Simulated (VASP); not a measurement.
# As (Cmce) in VASP: settings compared, part 2 of 2

VASP 6.6.1. The steps go on from the part before.

### 4 Single point, PBE

This run uses another cell than the first one, of 21.54 Å³/atom, 0.960 times its volume.

Input file INCAR:

```
SYSTEM = As
PREC = Accurate
ENCUT = 520
EDIFF = 1E-6
ISMEAR = -1
SIGMA = 0.05
LREAL = .FALSE.
LASPH = .TRUE.
NELM = 80
ALGO = Normal
ISIF = 2
LWAVE = .FALSE.
LCHARG = .TRUE.
GGA = PE
LELF = .TRUE.
LVHAR = .TRUE.
NBANDS = 18
```

Input file KPOINTS:

```
Automatic mesh
0
G
  8 8 6
  0 0 0
```

Input file POSCAR:

```
As
1.0
    1.8003348143     -5.4256665635      0.0000000000
    1.8003348143      5.4256665635      0.0000000000
    0.0000000000      0.0000000000      4.4095871889
As
4
Direct
    0.3900000000      0.6100000000      0.5600000000
    0.8900000000      0.1100000000      0.9400000000
    0.6100000000      0.3900000000      0.4400000000
    0.1100000000      0.8900000000      0.0600000000
```

The run is started by

```sh
$ cat potpaw_PBE.64/As/POTCAR > POTCAR
$ mpirun -np 1 vasp_std > vasp.out
```

Run time: 72 s. Hardware: 1 thread of Intel Xeon Platinum 8488C (Sapphire Rapids), shared host; peak memory 0.31 GiB.

It converged, with:

| Quantity | Value |
| --- | --- |
| Free energy | -18.4352 eV |
| Pressure | 6.7 GPa |
| Largest force | 0.501 eV/Å |
| Band gap on the k mesh | zero (band 10 reaches 5.26 eV, above the bottom of band 11 at 5.25 eV) |

Forces on the atoms (eV/Å):
```
As   0.000  0.445 -0.231
As   0.000  0.445  0.231
As   0.000 -0.445  0.231
As   0.000 -0.445 -0.231
```

Stress tensor (GPa, compression positive):
```
7.93 0.00 0.00
0.00 6.60 0.00
0.00 0.00 5.72
```

Levels at points of the mesh, in eV from the Fermi level:
```
           k point  band 6  band 7  band 8  band 9  band 10  band 11  band 12  band 13  band 14  band 15
(0.00, 0.00, 0.00)   -4.53   -3.17   -2.36   -1.95    -1.11     1.96     2.00     2.53     3.51     5.04
(0.50, 0.00, 0.00)   -3.97   -2.60   -2.60   -2.46    -2.46     0.82     0.82     1.05     1.05     3.33
(0.50, 0.50, 0.00)   -4.65   -3.55   -1.75   -1.31    -0.39     0.19     1.88     2.50     3.13     5.03
(0.00, 0.00, 0.50)   -4.54   -2.07   -2.07   -0.60    -0.60     1.13     1.13     2.11     2.11     5.24
(0.50, 0.00, 0.50)   -5.66   -4.86   -4.86   -1.90    -1.90     1.99     1.99     4.79     4.79     6.64
(0.50, 0.50, 0.50)   -2.20   -1.93   -1.93   -1.12    -1.12     1.48     1.48     1.95     1.95     2.67
```

### 5 Single point, PBE

This run uses another cell than the first one, of 21.99 Å³/atom, 0.980 times its volume.

Input file INCAR:

```
ALGO = Normal
EDIFF = 1E-6
ENCUT = 520
GGA = PE
ISIF = 2
ISMEAR = -1
LASPH = True
LCHARG = False
LREAL = False
LWAVE = False
NBANDS = 18
NELM = 80
PREC = Accurate
SIGMA = 0.05
```

Input file KPOINTS:

```
k-points
0
Gamma
  8 8 6
```

Input file POSCAR:

```
As
1.0
    1.8127513088     -5.4630861361      0.0000000000
    1.8127513088      5.4630861361      0.0000000000
    0.0000000000      0.0000000000      4.4399990961
As
4
Direct
    0.3900000000      0.6100000000      0.5600000000
    0.8900000000      0.1100000000      0.9400000000
    0.6100000000      0.3900000000      0.4400000000
    0.1100000000      0.8900000000      0.0600000000
```

Potentials or basis: VASP PAW PBE potentials, release 64 (As).

The run is started by

```sh
$ cat potpaw_PBE.64/As/POTCAR > POTCAR
$ mpirun -np 1 vasp_std > vasp.out
```

OUTCAR:

```text
EDIFF = 1E-6
   ENCUT = 520
   GGA = PE
   ISIF = 2
   ISMEAR = -1
   LASPH = True
   LREAL = False
   NELM = 80
   PREC = Accurate

 ion  position               nearest neighbor table
   1  0.390  0.610  0.560-   3 2.46   2 2.48   2 2.48
   2  0.890  0.110  0.940-   4 2.46   1 2.48   1 2.48
   3  0.610  0.390  0.440-   1 2.46   4 2.48   4 2.48
   4  0.110  0.890  0.060-   2 2.46   3 2.48   3 2.48

  LATTYP: Found a base centered orthorhombic cell.
 ALAT       =     3.6255026176
 B/A-ratio  =     3.0136986301
 C/A-ratio  =     1.2246575343

  Lattice vectors:

 A1 = (   1.8127513088,  -5.4630861361,   0.0000000000)
 A2 = (   1.8127513088,   5.4630861361,   0.0000000000)
 A3 = (   0.0000000000,   0.0000000000,   4.4399990961)

Analysis of symmetry for initial positions (statically):
=====================================================================
 Subroutine PRICEL returns:
 Original cell was already a primitive cell.

 Routine SETGRP: Setting up the symmetry group for a
 base centered orthorhombic supercell.

 Subroutine GETGRP returns: Found  8 space group operations
 (whereof  4 operations were pure point group operations)
 out of a pool of  8 trial point group operations.

The static configuration has the point symmetry C_2h.
 The point group associated with its full space group is D_2h.

Analysis of symmetry for dynamics (positions and initial velocities):
=====================================================================
 Subroutine PRICEL returns:
 Original cell was already a primitive cell.

 Routine SETGRP: Setting up the symmetry group for a
 base centered orthorhombic supercell.

 Subroutine GETGRP returns: Found  8 space group operations
 (whereof  4 operations were pure point group operations)
 out of a pool of  8 trial point group operations.

[... 122 lines left out ...]
   IALGO  =     38    algorithm
   IMIX   =      4    mixing-type and parameters
     AMIX     =   0.40;   BMIX     =  1.00
     AMIX_MAG =   1.60;   BMIX_MAG =  1.00
  volume/ion in A,a.u.               =      21.99       148.36
  Fermi-wavevector in a.u.,A,eV,Ry     =   0.999283  1.888371 13.586319  0.998566
  Thomas-Fermi vector in A             =   2.131563
   LORBIT       =      0    0 simple, 1 ext, 2 COOP (PROOUT), +10 PAW based schemes
   GGA     = PE    functional components
   LHFCALC =     F    Hartree Fock is set to
   AEXX    =    0.0000 exact exchange contribution
   IVDW    =     0    specifies the selected vdW correction
   LEPSILON=     F    determine dielectric tensor
   LRPA    =     F    only Hartree local field effects (RPA)
 non-spin polarized calculation
  energy-cutoff  :      520.00
  volume of cell :       87.94
 maximum number of plane-waves:      2396
 NGX is ok and might be reduce to    48
   NGX = 21   NGY = 21   NGZ = 17

 number of electron      20.0000001 magnetization

 Free energy of the ion-electron system (eV)
  ---------------------------------------------------
  ext. energy  EPLUGINS =         0.00000000
  ---------------------------------------------------
  free energy    TOTEN  =       -18.50045985 eV

  energy without entropy =      -18.49730383  energy(sigma->0) =      -18.49888184

 E-fermi :   5.0264     XC(G=0):  -9.8431

 val. band max:        5.0215347283   @ k =   0.5000   0.5000   0.3333
 cond. band min:       5.0508825435   @ k =   0.5000   0.3750   0.0000
 fundamental gap:      0.0293478152
 Fermi energy:         5.0264346790

 k-point     1 :       0.0000    0.0000    0.0000
  band No.  band energies     occupation
      1      -9.9420      2.00000
      2      -7.0930      2.00000
      3      -4.3983      2.00000
      4      -1.1727      2.00000
      5      -0.9000      2.00000
      6       0.6074      2.00000
[... 481 lines left out ...]
      5      -0.3343      2.00000
      6       0.1594      2.00000
[... 10 lines left out ...]
     17      11.2447      0.00000
     18      12.4972      0.00000

 [... further k-points ...]

------------------------ aborting loop because EDIFF is reached ----------------------------------------

  FORCE on cell =-STRESS in cart. coord.  units (eV):
  Direction    XX          YY          ZZ          XY          YZ          ZX
  --------------------------------------------------------------------------------------
  -------------------------------------------------------------------------------------
  Total        3.2962295      2.6477390      2.2251798      0.0000000      0.0000000      0.0000000
  in kB       60.0535763     48.2388119     40.5402611      0.0000000      0.0000000      0.0000000
  external PRESSURE =      49.6108831 kB  Pullay stress =       0.0000000 kB

 VOLUME and BASIS-vectors are now :
 -----------------------------------------------------------------------------
  energy-cutoff  :      520.00
  volume of cell :       87.94
      direct lattice vectors                 reciprocal lattice vectors
     1.812751309 -5.463086136  0.000000000     0.275823825 -0.091523360  0.000000000
     1.812751309  5.463086136  0.000000000     0.275823825  0.091523360  0.000000000
     0.000000000  0.000000000  4.439999096     0.000000000  0.000000000  0.225225271

 POSITION                                       TOTAL-FORCE (eV/Angst)
 -----------------------------------------------------------------------------------
      1.81275      1.20188      2.48640         0.000000      0.301377     -0.110428
      1.81275     -4.26121      4.17360         0.000000      0.301377      0.110428
      1.81275     -1.20188      1.95360         0.000000     -0.301377      0.110428
      1.81275      4.26121      0.26640         0.000000     -0.301377     -0.110428
 -----------------------------------------------------------------------------------
    total drift:                               -0.000000      0.000000     -0.000000

  FREE ENERGIE OF THE ION-ELECTRON SYSTEM (eV)
  ---------------------------------------------------
  free  energy   TOTEN  =       -18.5004598539 eV

  energy  without entropy=      -18.4973038301  energy(sigma->0) =      -18.49888184
```

stdout:

```text
POSCAR found type information on POSCAR As
 POSCAR found :  1 types and       4 ions
 scaLAPACK will be used
 LDA part: xc-table for (Slater+PW92), standard interpolation
 POSCAR, INCAR and KPOINTS ok, starting setup
 FFT: planning ... GRIDC
 FFT: planning ... GRID_SOFT
 FFT: planning ... GRID
 WAVECAR not read
 entering main loop
```

Wall time 68 s (1 thread of Intel Xeon Platinum 8488C (Sapphire Rapids), shared host); peak memory 0.32 GiB.

Results:

```yaml
Free_energy: -18.5005 eV
Pressure: 5.0 GPa
Largest_force: 0.321 eV/Å
Band_gap_on_the_k_mesh: 0.03 eV, indirect (least direct gap 0.10 eV)
```

Forces in eV/Å, atoms in the order of the input:
```
As   0.000  0.301 -0.110
As   0.000  0.301  0.110
As   0.000 -0.301  0.110
As   0.000 -0.301 -0.110
```

Levels at points of the mesh, in eV from the valence-band top:
```
           k point  band 8  band 9  band 10  band 11  band 12  band 13
(0.00, 0.00, 0.00)   -2.29   -1.90    -1.08     1.97     2.03     2.53
(0.50, 0.00, 0.00)   -2.55   -2.40    -2.40     0.85     0.85     1.05
(0.50, 0.50, 0.00)   -1.71   -1.28    -0.36     0.16     1.93     2.45
(0.00, 0.00, 0.50)   -2.02   -0.60    -0.60     1.09     1.09     2.10
(0.50, 0.00, 0.50)   -4.74   -1.86    -1.86     2.00     2.00     4.71
(0.50, 0.50, 0.50)   -1.91   -1.10    -1.10     1.49     1.49     1.87
```

### 6 Single point, PBE

Input file INCAR:

```
SYSTEM = As
PREC = Accurate
ENCUT = 520
EDIFF = 1E-7
ISMEAR = -1
SIGMA = 0.05
LREAL = .False.
LASPH = .True.
NELM = 100
ALGO = Normal
ISIF = 2
LWAVE = .False.
LCHARG = .False.
GGA = PE
NBANDS = 18
```

Input file KPOINTS:

```
Automatic mesh
0
Gamma
  8 8 6
  0 0 0
```

Input file POSCAR:

```
As
1.0
    1.8250000000     -5.5000000000      0.0000000000
    1.8250000000      5.5000000000      0.0000000000
    0.0000000000      0.0000000000      4.4700000000
As
4
Direct
    0.3900000000      0.6100000000      0.5600000000
    0.8900000000      0.1100000000      0.9400000000
    0.6100000000      0.3900000000      0.4400000000
    0.1100000000      0.8900000000      0.0600000000
```

Potentials or basis: VASP PAW PBE potentials, release 64 (As).

The run is started by

```sh
$ cat potpaw_PBE.64/As/POTCAR > POTCAR
$ mpirun -np 1 vasp_std > vasp.out
```

Run time: 88 s. Hardware: 1 thread of Intel Xeon Platinum 8488C (Sapphire Rapids), shared host; peak memory 0.32 GiB.

Results (log left out):

```
Free energy            : -18.5466 eV
Pressure               : 3.3 GPa
Largest force          : 0.167 eV/Å
Band gap on the k mesh : 0.06 eV, indirect (least direct gap 0.14 eV)
```

Forces in eV/Å, atoms in the order of the input:
```
As   0.000  0.167  0.001
As   0.000  0.167 -0.001
As   0.000 -0.167 -0.001
As   0.000 -0.167  0.001
```

Stress tensor (GPa, compression positive):
```
4.24 0.00 0.00
0.00 3.20 0.00
0.00 0.00 2.53
```

Levels at points of the mesh, in eV from the valence-band top:
| k point | band 8 | band 9 | band 10 | band 11 | band 12 | band 13 |
| --- | --- | --- | --- | --- | --- | --- |
| (0.00, 0.00, 0.00) | -2.22 | -1.84 | -1.03 | 1.99 | 2.07 | 2.54 |
| (0.50, 0.00, 0.00) | -2.49 | -2.33 | -2.33 | 0.88 | 0.88 | 1.07 |
| (0.50, 0.50, 0.00) | -1.65 | -1.24 | -0.31 | 0.15 | 1.99 | 2.43 |
| (0.00, 0.00, 0.50) | -1.96 | -0.58 | -0.58 | 1.06 | 1.06 | 2.11 |
| (0.50, 0.00, 0.50) | -4.61 | -1.80 | -1.80 | 2.02 | 2.02 | 4.64 |
| (0.50, 0.50, 0.50) | -1.87 | -1.07 | -1.07 | 1.51 | 1.51 | 1.81 |

A k mesh can miss the band edges.

### 7 Overview

```tsv
level	potentials or basis	cell	gap on the mesh (eV)	pressure (GPa)	largest force (eV/Å)
LDA	VASP PAW LDA potentials, release 64 (As)	a = 5.795, b = 5.795, c = 4.470 Å, angles 90.0, 90.0, 143.3°, 4 atoms	-	-1.5	0.14
PBE	VASP PAW PBE potentials, release 64 (As)	a = 5.677, b = 5.677, c = 4.379 Å, angles 90.0, 90.0, 143.3°, 4 atoms	none	8.7	0.70
PBE	VASP PAW PBE potentials, release 64 (As)	a = 5.717, b = 5.717, c = 4.410 Å, angles 90.0, 90.0, 143.3°, 4 atoms	none	6.7	0.50
PBE	VASP PAW PBE potentials, release 64 (As)	a = 5.756, b = 5.756, c = 4.440 Å, angles 90.0, 90.0, 143.3°, 4 atoms	0.03	5.0	0.32
PBE	VASP PAW PBE potentials, release 64 (As)	a = 5.795, b = 5.795, c = 4.470 Å, angles 90.0, 90.0, 143.3°, 4 atoms	0.06	3.3	0.17
```

Alike in all rows: task single point; no spin polarisation; k mesh 8 × 8 × 6; cutoff (eV) 520; smearing fermi-dirac 0.05 eV.

Total energies depend on the potentials used, so only differences within one code and one set of settings carry meaning.
